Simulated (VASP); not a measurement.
A run of VASP 6.6.1:

File INCAR:

```
SYSTEM = TiB
PREC = Accurate
ENCUT = 500
EDIFF = 1E-6
ISMEAR = 0
SIGMA = 0.1
LREAL = .FALSE.
LASPH = .TRUE.
NELM = 120
ALGO = Normal
ISIF = 2
LWAVE = .FALSE.
LCHARG = .FALSE.
GGA = PS
NBANDS = 23
GGA_COMPAT = .FALSE.
```

KPOINTS

```
regular mesh
0
G
  21 21 20
  0 0 0
```

The input POSCAR:

```
TiB
1.0
    3.8296272382     -0.0000003720      0.0000000000
   -1.9148132969      3.3165546613      0.0000000000
    0.0000000000      0.0000000000      4.4130418007
Ti B
2 2
Direct
    0.0000000000      0.0000000000     -0.0625000000
    0.3333333333      0.6666666667      0.4375000000
    0.0000000000      0.0000000000      0.4375000000
    0.3333333333      0.6666666667      0.9375000000
```

Potentials or basis: VASP PAW PBE potentials, release 64 (Ti_sv, B).

The run is started by

```sh
$ cat potpaw_PBE.64/Ti_sv/POTCAR potpaw_PBE.64/B/POTCAR > POTCAR
$ mpirun -np 1 vasp_std > vasp.out
```

Hardware: 1 thread of Intel Xeon 8259CL (shared host).

**Question.** How long does it take, and how much memory?

**Answer.** Run time: 7.8 min on 1 thread of Intel Xeon 8259CL (shared host), peak memory 0.6 GiB. Counts: scf iterations 14, k points 528.
